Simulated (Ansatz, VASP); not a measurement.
# Two plane-wave programs on N

INCAR

```
PREC = Accurate
ENCUT = 520
EDIFF = 1E-8
ISMEAR = -1
SIGMA = 0.05
LREAL = Auto
LASPH = True
NELM = 80
ALGO = Normal
ISIF = 2
LWAVE = False
LCHARG = False
GGA = PE
LEFG = True
NBANDS = 54
```

The input KPOINTS:

```
Automatic mesh
0
Gamma
  5 5 5
```

POSCAR

```
N
1.0
    4.9308690349      2.8468385646      4.4024911852
   -4.9308690349      2.8468385646      4.4024911852
    0.0000000000     -5.6936771292      4.4024911852
N
16
Direct
    0.5586118100      0.0423832500      0.7208305700
    0.9576167500      0.2791694300      0.4413881900
    0.7208305700      0.5586118100      0.0423832500
    0.9581408800      0.9581408800      0.9581408800
    0.5423832500      0.0586118100      0.2208305700
    0.7791694300      0.4576167500      0.9413881900
    0.2791694300      0.4413881900      0.9576167500
    0.0418591200      0.0418591200      0.0418591200
    0.4576167500      0.9413881900      0.7791694300
    0.5418591200      0.5418591200      0.5418591200
    0.4413881900      0.9576167500      0.2791694300
    0.4581408800      0.4581408800      0.4581408800
    0.0423832500      0.7208305700      0.5586118100
    0.9413881900      0.7791694300      0.4576167500
    0.2208305700      0.5423832500      0.0586118100
    0.0586118100      0.2208305700      0.5423832500
```

Input for Ansatz:

```yaml
crystal:
  lattice:
    - [4.9308690349, 2.8468385646, 4.4024911852]
    - [-4.9308690349, 2.8468385646, 4.4024911852]
    - [0.0, -5.6936771292, 4.4024911852]
  atoms:
    - { symbol: "N", position: [0.55861181, 0.04238325, 0.72083057] }
    - { symbol: "N", position: [0.95761675, 0.27916943, 0.44138819] }
    - { symbol: "N", position: [0.72083057, 0.55861181, 0.04238325] }
    - { symbol: "N", position: [0.95814088, 0.95814088, 0.95814088] }
    - { symbol: "N", position: [0.54238325, 0.05861181, 0.22083057] }
    - { symbol: "N", position: [0.77916943, 0.45761675, 0.94138819] }
    - { symbol: "N", position: [0.27916943, 0.44138819, 0.95761675] }
    - { symbol: "N", position: [0.04185912, 0.04185912, 0.04185912] }
    - { symbol: "N", position: [0.45761675, 0.94138819, 0.77916943] }
    - { symbol: "N", position: [0.54185912, 0.54185912, 0.54185912] }
    - { symbol: "N", position: [0.44138819, 0.95761675, 0.27916943] }
    - { symbol: "N", position: [0.45814088, 0.45814088, 0.45814088] }
    - { symbol: "N", position: [0.04238325, 0.72083057, 0.55861181] }
    - { symbol: "N", position: [0.94138819, 0.77916943, 0.45761675] }
    - { symbol: "N", position: [0.22083057, 0.54238325, 0.05861181] }
    - { symbol: "N", position: [0.05861181, 0.22083057, 0.54238325] }
kpoints:
  mp_grid: { grid: [5, 5, 5] }
scf:
  occupations: { method: fermi_dirac, width: 0.05 }
  n_extra_bands: 1
hamiltonian:
  xc: pbe
  pseudopotentials: { kind: paw, source: jth }
output:
  forces: true
  stress: true
  populations: true
  efg:
    quadrupole_moments_barn: { "N": 0.02044 }
    contact_densities: true
```

Alike in both runs: task electric field gradients; functional PBE; k mesh 5 × 5 × 5; occupations fermi-dirac, width 0.05 eV; no spin polarisation.

```csv
,VASP,Ansatz
version,VASP 6.6.1,Ansatz 0.2.0
potentials or method,"VASP PAW PBE potentials, release 64 (N)",scalar-relativistic
plane-wave cutoff (eV),520,1320
valence electrons in the cell,80,80
```

VASP gave:

| Quantity | Value |
| --- | --- |
| gap on the k mesh at the Fermi level (eV) | 7.32 |
| pressure (GPa) | 1.6 |
| traceless stress, the component that is largest in VASP (GPa) | 0.65 |
| rms of the force components (eV/Å) | 0.624 |
| size of Vzz on the site where it differs most (V/Å²) | 121.9 |

Q: Estimate Ansatz's values.

A: gap on the k mesh at the Fermi level (eV): 7.35; pressure (GPa): -0.2; traceless stress, the component that is largest in VASP (GPa): -0.30; rms of the force components (eV/Å): 0.280; size of Vzz on the site where it differs most (V/Å²): 111.7.

Atom by atom the forces differ by 0.904 eV/Å (rms over components). One of these differences is far larger than is usual between the two programs; its cause wasn't traced. With one functional, cell and mesh, what is left measures potentials, basis and numerics. Ansatz's warnings: radial quadrature taken.

Noted on VASP's run: the standard files for N, O and F lose accuracy on very short bonds.
